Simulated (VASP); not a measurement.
Here is a VASP 6.6.1 calculation.

Contents of INCAR:

```
SYSTEM = HfIn4SiO6
PREC = Accurate
ENCUT = 520
EDIFF = 1E-7
ISMEAR = -1
SIGMA = 0.05
LREAL = .False.
LASPH = .True.
NELM = 80
ALGO = Normal
ISIF = 2
LWAVE = .False.
LCHARG = .True.
GGA = PE
LELF = .True.
LVHAR = .True.
NBANDS = 63
```

Contents of KPOINTS:

```
regular mesh
0
Gamma
  3 3 2
  0 0 0
```

Contents of POSCAR:

```
HfIn4SiO6
1.0
    2.7158500000     -4.7035700000      0.0083300000
    2.7158500000      4.7035700000      0.0083300000
   -1.8791500000      0.0000000000      7.4012700000
Hf In Si O
1 4 1 6
Direct
    0.7909444641      0.2080365877      0.0037307770
    0.6318623080      0.3808969774      0.4952528033
    0.4520698797      0.5434051846     -0.0043690214
    0.2747735565      0.7183883002      0.4989903032
    0.9561809937      0.0423470336      0.5032351558
    0.1182339001      0.8733669161     -0.0053555721
    0.0620182731      0.1092464424      0.8730837228
    0.8763449318      0.9316629137      0.1272794121
    0.7972447739      0.5405537924      0.8632515957
    0.4720354995      0.2252182947      0.1376397397
    0.1618198348      0.6211847427      0.1393943974
    0.3668477762      0.8624796048      0.8765834381
```

Potentials or basis: VASP PAW PBE potentials, release 64 (Hf_pv, In_d, Si, O).

Launch:

```console
$ cat potpaw_PBE.64/Hf_pv/POTCAR potpaw_PBE.64/In_d/POTCAR potpaw_PBE.64/Si/POTCAR potpaw_PBE.64/O/POTCAR > POTCAR
$ mpirun -np 1 vasp_std > vasp.out
```

Problem. Predict the band gap on the k mesh.

Solution. Zero (bands 51 and 52 overlap by 1.39 eV).

Problem. Estimate the pressure.

Solution. 0.9 GPa.

Problem. Predict the largest force.

Solution. 1.402 eV/Å.

Stress tensor (GPa, compression positive):
```
 0.84 -0.03 -0.62
-0.03  0.69  1.02
-0.62  1.02  1.14
```

Caveat: the k points lie up to 0.46 Å⁻¹ apart, too coarse for converged energies and pressures of a metal; spin-orbit coupling is left out, which moves the levels of the heavy elements; forces of over 1 eV/Å act on the atoms, so gaps and moduli don't describe the material at rest.
